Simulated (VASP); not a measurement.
A run of VASP 6.6.1 is set up as follows.

Contents of INCAR:

```
SYSTEM = PbS
PREC     = Accurate       ! precision mode
ENCUT    = 520            ! plane-wave cutoff, eV
EDIFF    = 1E-6           ! SCF threshold, eV
ISMEAR   = 0              ! smearing method
SIGMA    = 0.03           ! smearing width, eV
LREAL    = .FALSE.        ! projectors in reciprocal space
LASPH    = .TRUE.         ! aspherical terms in the spheres
NELM     = 100            ! most SCF steps
ALGO     = Normal         ! electronic algorithm
ISIF     = 2              ! what is computed and relaxed
LWAVE    = .FALSE.        ! write WAVECAR
LCHARG   = .TRUE.         ! write CHGCAR
GGA      = PE             ! functional
IVDW     = 12             ! dispersion correction
LELF     = .TRUE.         ! ELF
LVHAR    = .TRUE.       
NBANDS   = 17             ! bands
```

Contents of KPOINTS:

```
regular mesh
0
G
  10 10 10
  0 0 0
```

File POSCAR:

```
PbS
1.0
    0.0000000000      2.8908750000      3.1132500000
    2.8908750000      0.0000000000      3.1132500000
    2.8908750000      2.8908750000      0.0000000000
Pb S
1 1
Direct
    0.0000000000      0.0000000000      0.0000000000
    0.5000000000      0.5000000000      0.5000000000
```

Potentials or basis: VASP PAW PBE potentials, release 64 (Pb_d, S).

Command:

```bash
$ cat potpaw_PBE.64/Pb_d/POTCAR potpaw_PBE.64/S/POTCAR > POTCAR
$ mpirun -np 1 vasp_std > vasp.out
```

Predict the dispersion energy per atom.

-0.348 eV.

Predict the pressure.

1.0 GPa.

Estimate the band gap on the k mesh.

0.22 eV, direct.

Stress tensor (GPa, compression positive):
```
 3.87  0.00  0.00
 0.00  3.87  0.00
 0.00  0.00 -4.77
```

Caveat: the cell differs from its parent crystal (strain -0.025 along x and y, +0.050 along z); spin-orbit coupling is left out, which moves the levels of the heavy elements. A k mesh can miss the band edges.
